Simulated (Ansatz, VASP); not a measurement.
# CdTe in VASP and in Ansatz

POSCAR

```
CdTe
1.0
    0.0000000000      3.1959492083      3.2778966239
    3.2778966239      0.0000000000      3.2778966239
    3.2778966239      3.1959492083      0.0000000000
Cd Te
1 1
Direct
    0.0000000000      0.0000000000      0.0000000000
    0.7500000000      0.7500000000      0.7500000000
```

INCAR.step1

```
PREC = Accurate
ENCUT = 520
ISMEAR = 0
SIGMA = 0.05
LREAL = False
LASPH = True
NELM = 60
NBANDS = 16
GGA = PE
ALGO = Normal
EDIFF = 1E-4
LWAVE = True
LCHARG = False
```

INCAR.step2

```
PREC = Accurate
ENCUT = 520
EDIFF = 1E-6
ISMEAR = 0
SIGMA = 0.05
LREAL = False
LASPH = True
NELM = 60
ALGO = Normal
ISIF = 2
LWAVE = False
LCHARG = True
METAGGA = R2SCAN
LMIXTAU = True
LELF = True
LVHAR = True
NBANDS = 16
ISTART = 1
```

Contents of KPOINTS:

```
regular mesh
0
Gamma
  8 8 8
```

Input for Ansatz:

```yaml
crystal:
  lattice:
    - [0.0, 3.1959492083, 3.2778966239]
    - [3.2778966239, 0.0, 3.2778966239]
    - [3.2778966239, 3.1959492083, 0.0]
  atoms:
    - { symbol: Cd, position: [0.0, 0.0, 0.0] }
    - { symbol: Te, position: [0.75, 0.75, 0.75] }
basis:
  ecutwfc: 500
kpoints:
  mp_grid: { grid: [8, 8, 8] }
hamiltonian:
  xc: r2scan
scf:
  occupations: { method: gaussian, width: 0.05 }
output:
  forces: true
  stress: true
  eigenvalues: true
```

Change from the starting cell: strain -0.0250 x Voigt [0, 1, 0, 0, 0, 0], atoms carried along.

Alike in both runs: task single point; functional r2SCAN; k mesh 8 × 8 × 8; occupations gaussian, width 0.05 eV; no spin polarisation.

|  | VASP | Ansatz |
| --- | --- | --- |
| version | VASP 6.6.1 | Ansatz 0.2.0 |
| potentials or method | VASP PAW PBE potentials, release 64 (Cd, Te), cutoff 520 eV | scalar-relativistic, plane waves, PAW |
| valence electrons in the cell | 18 | 36 |

Ansatz gave:

| Property | Result |
| --- | --- |
| gap on the k mesh at the Fermi level (eV) | 1.19 |
| least direct gap on the mesh (eV) | 1.19 |
| pressure (GPa) | 1.1 |
| traceless stress, the component that is largest in VASP (GPa) | 0.25 |

**Question.** What did VASP give for the same quantities?

**Answer.** gap on the k mesh at the Fermi level (eV): 1.19; least direct gap on the mesh (eV): 1.19; pressure (GPa): 1.2; traceless stress, the component that is largest in VASP (GPa): 0.25.

VASP's potentials were made for PBE, not for r2SCAN. VASP's potentials hold 18 valence electrons a cell and Ansatz's 36, so a difference there can come from the potentials and not from the codes.

Spin-orbit coupling is off throughout.
